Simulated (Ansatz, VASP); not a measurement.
One calculation of Tl, two programs

```xyz
1
Lattice="-1.9410 1.9410 1.9410 1.9410 -1.9410 1.9410 1.9410 1.9410 -1.9410" Properties=species:S:1:pos:R:3 pbc="T T T"
Tl    0.0000    0.0000    0.0000
```

Alike in both runs: task single point; functional PBE; k mesh 6 × 6 × 6; occupations gaussian, width 0.1 eV; collinear spin.

```csv
,VASP,Ansatz
version,VASP 6.6.1,Ansatz 0.2.0
potentials or method,"VASP PAW PBE potentials, release 64 (Tl_d), cutoff 500 eV","scalar-relativistic, plane waves, PAW"
valence electrons in the cell,13,13
```

```tsv
	VASP	Ansatz	Ansatz less VASP
gap on the k mesh at the Fermi level (eV)	none	none	-
pressure (GPa)	2.3	2.4	+0.05
net moment per atom (μB)	0.00	0.00	0.000
```

A gap of «none» marks a metal or a gap that the smearing closes. Ansatz's warnings: seeded moment not kept.

The k mesh is coarse, so the values compare programs but aren't converged. Neither program's run includes spin-orbit coupling.
